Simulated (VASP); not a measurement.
Here is a VASP 6.6.1 calculation.

Contents of INCAR:

```
PREC = Accurate ; ENCUT = 600
EDIFF = 1E-6 ; ISMEAR = 0
SIGMA = 0.1 ; LREAL = F
LASPH = T ; NELM = 100
ALGO = Fast ; ISIF = 3
LWAVE = F ; LCHARG = F
GGA = PE ; IBRION = 2
NSW = 90 ; EDIFFG = -0.04
```

KPOINTS

```
regular mesh
0
Gamma
  4 4 4
```

POSCAR

```
Cs2Ba
1.0
    0.0000000000      4.1442049100      4.1442049100
    4.1442049100      0.0000000000      4.1442049100
    4.1442049100      4.1442049100      0.0000000000
Cs Ba
2 1
Direct
    0.7500000000      0.7500000000      0.7500000000
    0.2500000000      0.2500000000      0.2500000000
    0.0000000000      0.0000000000      0.0000000000
```

Potentials or basis: VASP PAW PBE potentials, release 64 (Cs_sv, Ba_sv).

Run with:

```bash
$ cat potpaw_PBE.64/Cs_sv/POTCAR potpaw_PBE.64/Ba_sv/POTCAR > POTCAR
$ mpirun -np 1 vasp_std > vasp.out
```

Problem. Estimate the band gap on the k mesh.

Solution. Zero (bands 14 and 15 overlap by 0.63 eV).

Problem. Predict the relaxed volume.

Solution. 122.82 Å³/atom.

Problem. What does it give for the space group after relaxing (to 0.1 Å)?

Solution. Fm-3m (No. 225).

Problem. Predict the relaxed cell.

Solution. a = 8.047 Å, b = 8.047 Å, c = 8.047 Å, α = 60.00°, β = 60.00°, γ = 60.00°.

Final structure:
```
Cs Ba
1.0
     0.00000    5.69012    5.69012
     5.69012    0.00000    5.69012
     5.69012    5.69012    0.00000
Cs Ba
2 1
Direct
  0.75000 0.75000 0.75000
  0.25000 0.25000 0.25000
  0.00000 0.00000 0.00000
```

Caveat: the volume moved by over 15 % at a fixed basis, so the end points are rough; spin-orbit coupling is left out, which moves the levels of the heavy elements.
